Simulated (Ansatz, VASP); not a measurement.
**Two plane-wave programs on Si7N**

Contents of INCAR:

```
ALGO = Normal
EDIFF = 1E-6
EDIFFG = -0.08
ENCUT = 600
GGA = PE
IBRION = 2
ISIF = 3
ISMEAR = 0
LASPH = T
LCHARG = F
LREAL = Auto
LWAVE = F
NELM = 60
NSW = 36
PREC = Accurate
SIGMA = 0.2
```

KPOINTS

```
k-points
0
Gamma
  3 3 3
```

File POSCAR:

```
Si7N
1.0
    7.4000000000      0.0000000000      0.0000000000
   -3.7000000000      6.4085879900      0.0000000000
    0.0000000000      0.0000000000      6.1000000000
Si N
14 2
Direct
    0.3333333300      0.6666666700      0.8750000000
    0.6666660000      0.8333330000      0.0000000000
    0.1666670000      0.8333330000      0.0000000000
    0.1666670000      0.3333340000      0.0000000000
    0.3333340000      0.1666670000      0.8750000000
    0.8333330000      0.6666660000      0.8750000000
    0.8333330000      0.1666670000      0.8750000000
    0.6666666700      0.3333333300      0.3750000000
    0.8333330000      0.6666660000      0.5000000000
    0.3333340000      0.1666670000      0.5000000000
    0.8333330000      0.1666670000      0.5000000000
    0.1666670000      0.3333340000      0.3750000000
    0.1666670000      0.8333330000      0.3750000000
    0.6666660000      0.8333330000      0.3750000000
    0.3333333300      0.6666666700      0.5300000000
    0.6666666700      0.3333333300      0.0300000000
```

Input for Ansatz:

```yaml
crystal:
  lattice:
    - [7.4, 0.0, 0.0]
    - [-3.7, 6.40858799, 0.0]
    - [0.0, 0.0, 6.1]
  atoms:
    - { symbol: Si, position: [0.33333333, 0.66666667, 0.875] }
    - { symbol: Si, position: [0.666666, 0.833333, 0.0] }
    - { symbol: Si, position: [0.166667, 0.833333, 0.0] }
    - { symbol: Si, position: [0.166667, 0.333334, 0.0] }
    - { symbol: Si, position: [0.333334, 0.166667, 0.875] }
    - { symbol: Si, position: [0.833333, 0.666666, 0.875] }
    - { symbol: Si, position: [0.833333, 0.166667, 0.875] }
    - { symbol: Si, position: [0.66666667, 0.33333333, 0.375] }
    - { symbol: Si, position: [0.833333, 0.666666, 0.5] }
    - { symbol: Si, position: [0.333334, 0.166667, 0.5] }
    - { symbol: Si, position: [0.833333, 0.166667, 0.5] }
    - { symbol: Si, position: [0.166667, 0.333334, 0.375] }
    - { symbol: Si, position: [0.166667, 0.833333, 0.375] }
    - { symbol: Si, position: [0.666666, 0.833333, 0.375] }
    - { symbol: "N", position: [0.33333333, 0.66666667, 0.53] }
    - { symbol: "N", position: [0.66666667, 0.33333333, 0.03] }
basis:
  ecutwfc: 420
kpoints:
  mp_grid: { grid: [3, 3, 3] }
hamiltonian:
  xc: pbe
scf:
  occupations: { method: gaussian, width: 0.2 }
  lower_state_search: "off"
output:
  forces: true
  stress: true
  eigenvalues: true
relax:
  adjacent_minimum: "off"
  f_tol: 0.08
  max_steps: 16
  cell: { stress_tol: 0.8 }
```

Alike in both runs: task relaxation of cell and atoms; functional PBE; k mesh 3 × 3 × 3; occupations gaussian, width 0.2 eV; no spin polarisation.

```csv
,VASP,Ansatz
version,VASP 6.6.1,Ansatz 0.2.0
potentials or method,"VASP PAW PBE potentials, release 64 (Si, N), cutoff 600 eV","scalar-relativistic, plane waves, PAW"
valence electrons in the cell,66,66
```

VASP gave:

* gap on the k mesh at the Fermi level, each at its own relaxed structure (eV): none
* relaxed volume (Å³/atom): 17.25
* relaxed cell length with the largest relative difference (Å): 5.899

What did Ansatz give for the same quantities?

gap on the k mesh at the Fermi level, each at its own relaxed structure (eV): none; relaxed volume (Å³/atom): 17.24; relaxed cell length with the largest relative difference (Å): 5.905.

A gap of «none» marks a metal or a gap that the smearing closes.
